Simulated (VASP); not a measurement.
Runs of VASP 6.6.1 on Mo. The structure is that of space group Im-3m (No. 229), or close to it. The cells are those of the table. 

```csv
cell,further INCAR settings,gap on the mesh (eV),pressure (GPa)
"a = 2.714 Å, angles 108.8, 108.8, 110.8°, 1 atom",ALGO = Fast; EDIFF = 1e-07; NBANDS = 13,none,7.7
"a = 2.692 Å, angles 110.2, 110.2, 108.1°, 1 atom",ALGO = Fast; EDIFF = 1e-06; NBANDS = 13,none,15.5
"a = 2.692 Å, angles 108.1, 108.1, 112.2°, 1 atom",ALGO = Fast; EDIFF = 1e-06; NBANDS = 13,none,(a)
"a = 2.760 Å, angles 110.1, 110.1, 108.1°, 1 atom",ALGO = Fast; EDIFF = 1e-06; NBANDS = 13,none,-5.4
"a = 2.715 Å, angles 110.8, 110.8, 106.7°, 1 atom",ALGO = Fast; EDIFF = 1e-07; NBANDS = 13,none,(b)
```

Alike in all rows: task single point; level PBE; potentials or basis VASP PAW PBE potentials, release 64 (Mo_sv); no spin polarisation; k mesh 26 × 26 × 26; cutoff (eV) 520; smearing gaussian 0.15 eV.

Q: Estimate the missing entries.

A: (a) 16.0; (b) 8.1.

Caveats: the stress differs along the axes, from 5 to 13 GPa (at least some runs); the stress differs along the axes, from 10 to 18 GPa (at least some runs); the stress differs along the axes, from 10 to 28 GPa (at least some runs); the stress differs along the axes, from -10 to -3 GPa (at least some runs); the stress differs along the axes, from -2 to 13 GPa (at least some runs).

A k mesh can miss the band edges, and the runs leave out spin-orbit coupling on Mo.

A gap of «none» marks levels without a gap at the run's occupations.
